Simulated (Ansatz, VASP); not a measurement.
# AlGaN2 in VASP and in Ansatz

INCAR

```
PREC = Accurate
ENCUT = 520
EDIFF = 1E-6
ISMEAR = 0
SIGMA = 0.05
LREAL = False
LASPH = True
NELM = 60
ALGO = Normal
ISIF = 2
LWAVE = False
LCHARG = True
LELF = True
LVHAR = True
NBANDS = 21
```

KPOINTS

```
Automatic mesh
0
Gamma
  8 8 6
```

File POSCAR:

```
AlGaN2
1.0
    3.0466507372      0.0000000000      0.0000000000
    0.0000000000      3.0466507372      0.0000000000
    0.0000000000      0.0000000000      4.3574803709
Al Ga N
1 1 2
Direct
    0.5000000000      0.5000000000      0.5000000000
    0.0000000000      0.0000000000      0.0000000000
    0.5000000000      0.0000000000      0.7382648100
    0.0000000000      0.5000000000      0.2617351900
```

Input for Ansatz:

```yaml
crystal:
  lattice:
    - [3.0466507372, 0.0, 0.0]
    - [0.0, 3.0466507372, 0.0]
    - [0.0, 0.0, 4.3574803709]
  atoms:
    - { symbol: Al, position: [0.5, 0.5, 0.5] }
    - { symbol: Ga, position: [0.0, 0.0, 0.0] }
    - { symbol: "N", position: [0.5, 0.0, 0.73826481] }
    - { symbol: "N", position: [0.0, 0.5, 0.26173519] }
basis:
  ecutwfc: 420
kpoints:
  mp_grid: { grid: [8, 8, 6] }
hamiltonian:
  xc: lda
scf:
  occupations: { method: gaussian, width: 0.05 }
output:
  forces: true
  stress: true
  eigenvalues: true
```

Change from the starting cell: strain -0.030 along x and y, -0.015 along z, atoms carried along.

Alike in both runs: task single point; functional LDA; k mesh 8 × 8 × 6; occupations gaussian, width 0.05 eV; no spin polarisation.

|  | VASP | Ansatz |
| --- | --- | --- |
| version | VASP 6.6.1 | Ansatz 0.2.0 |
| potentials or method | VASP PAW LDA potentials, release 64 (Al, Ga_d, N), cutoff 520 eV | scalar-relativistic, plane waves, PAW |
| valence electrons in the cell | 26 | 26 |

```tsv
	VASP	Ansatz	Ansatz less VASP
gap on the k mesh at the Fermi level (eV)	3.20	3.22	+0.019
least direct gap on the mesh (eV)	3.42	3.40	-0.011
pressure (GPa)	12.7	11.6	-1.10
traceless stress, the component that is largest in VASP (GPa)	-1.61	-1.64	-0.027
rms of the force components (eV/Å)	0.085	0.096	+0.0114
```

LDA's correlation is that of Perdew and Zunger in VASP and of Perdew and Wang (1992) in Ansatz. Atom by atom the forces differ by 0.011 eV/Å (rms over components).
